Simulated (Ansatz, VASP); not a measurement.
ZrS: VASP beside Ansatz

Contents of POSCAR:

```
ZrS
1.0
    0.0000000000      2.5068750000      2.6250000000
    2.7431250000      0.0000000000      2.6250000000
    2.7431250000      2.5068750000      0.0000000000
Zr S
1 1
Direct
    0.0000000000      0.0000000000      0.0000000000
    0.5000000000      0.5000000000      0.5000000000
```

File INCAR.step1:

```
SYSTEM = ZrS
  PREC = Accurate
  ENCUT = 520
  ISMEAR = 0
  SIGMA = 0.15
  LREAL = .FALSE.
  LASPH = .TRUE.
  NELM = 100
  NBANDS = 16
  GGA = PE
  ALGO = Normal
  EDIFF = 1E-4
  LWAVE = .TRUE.
  LCHARG = .FALSE.
```

Contents of INCAR.step2:

```
SYSTEM = ZrS
  PREC = Accurate
  ENCUT = 520
  EDIFF = 1E-7
  ISMEAR = 0
  SIGMA = 0.15
  LREAL = .FALSE.
  LASPH = .TRUE.
  NELM = 100
  ALGO = Normal
  ISIF = 2
  LWAVE = .FALSE.
  LCHARG = .TRUE.
  METAGGA = R2SCAN
  LMIXTAU = .TRUE.
  LELF = .TRUE.
  LVHAR = .TRUE.
  NBANDS = 16
  ISTART = 1
```

KPOINTS

```
regular mesh
0
G
  16 16 16
  0 0 0
```

Input for Ansatz:

```yaml
crystal:
  lattice:
    - [0.0, 2.506875, 2.625]
    - [2.743125, 0.0, 2.625]
    - [2.743125, 2.506875, 0.0]
  atoms:
    - { symbol: Zr, position: [0.0, 0.0, 0.0] }
    - { symbol: S, position: [0.5, 0.5, 0.5] }
basis:
  ecutwfc: 500
kpoints:
  mp_grid: { grid: [16, 16, 16] }
hamiltonian:
  xc: r2scan
scf:
  occupations: { method: gaussian, width: 0.15 }
output:
  forces: true
  stress: true
  eigenvalues: true
```

Change from the starting cell: strain +0.0450 x Voigt [1, -1, 0, 0, 0, 0], atoms carried along.

Alike in both runs: task single point; functional r2SCAN; k mesh 16 × 16 × 16; occupations gaussian, width 0.15 eV; no spin polarisation.

```csv
,VASP,Ansatz
version,VASP 6.6.1,Ansatz 0.2.0
potentials or method,"VASP PAW PBE potentials, release 64 (Zr_sv, S), cutoff 520 eV","scalar-relativistic, plane waves, PAW"
valence electrons in the cell,18,18
```

|  | VASP | Ansatz | Ansatz less VASP |
| --- | --- | --- | --- |
| gap on the k mesh at the Fermi level (eV) | none | none | - |
| pressure (GPa) | 0.4 | 0.4 | +0.01 |
| traceless stress, the component that is largest in VASP (GPa) | 13.36 | 13.32 | -0.040 |

VASP's potentials were made for PBE, not for r2SCAN. A gap of «none» marks a metal or a gap that the smearing closes. With one functional, cell and mesh, what is left measures potentials, basis and numerics.
